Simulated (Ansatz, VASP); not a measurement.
**ZnSe: VASP beside Ansatz**

```
Zn Se
1.0
     0.00000    2.39795    2.87662
     2.87662    0.00000    2.87662
     2.87662    2.39795    0.00000
Zn Se
1 1
Cartesian
  0.0000 0.0000 0.0000
  4.3149 3.5969 4.3149
```

Alike in both runs: task single point; functional LDA; k mesh 10 × 10 × 10; occupations gaussian, width 0.05 eV; no spin polarisation.

|  | VASP | Ansatz |
| --- | --- | --- |
| version | VASP 6.6.1 | Ansatz 0.2.0 |
| potentials or method | VASP PAW LDA potentials, release 64 (Zn, Se), cutoff 520 eV | scalar-relativistic, plane waves, PAW |
| valence electrons in the cell | 18 | 28 |

Ansatz gave:

| Property | Result |
| --- | --- |
| gap on the k mesh at the Fermi level (eV) | 1.20 |
| least direct gap on the mesh (eV) | 1.20 |
| pressure (GPa) | 6.1 |
| traceless stress, the component that is largest in VASP (GPa) | 2.62 |

Task: What did VASP give for the same quantities?

Result: gap on the k mesh at the Fermi level (eV): 1.25; least direct gap on the mesh (eV): 1.25; pressure (GPa): 6.6; traceless stress, the component that is largest in VASP (GPa): 2.55.

Ansatz warns that its potentials were made for another functional, while VASP's fit it. LDA's correlation is that of Perdew and Zunger in VASP and of Perdew and Wang (1992) in Ansatz. VASP's potentials hold 18 valence electrons a cell and Ansatz's 28, so a difference there can come from the potentials and not from the codes.
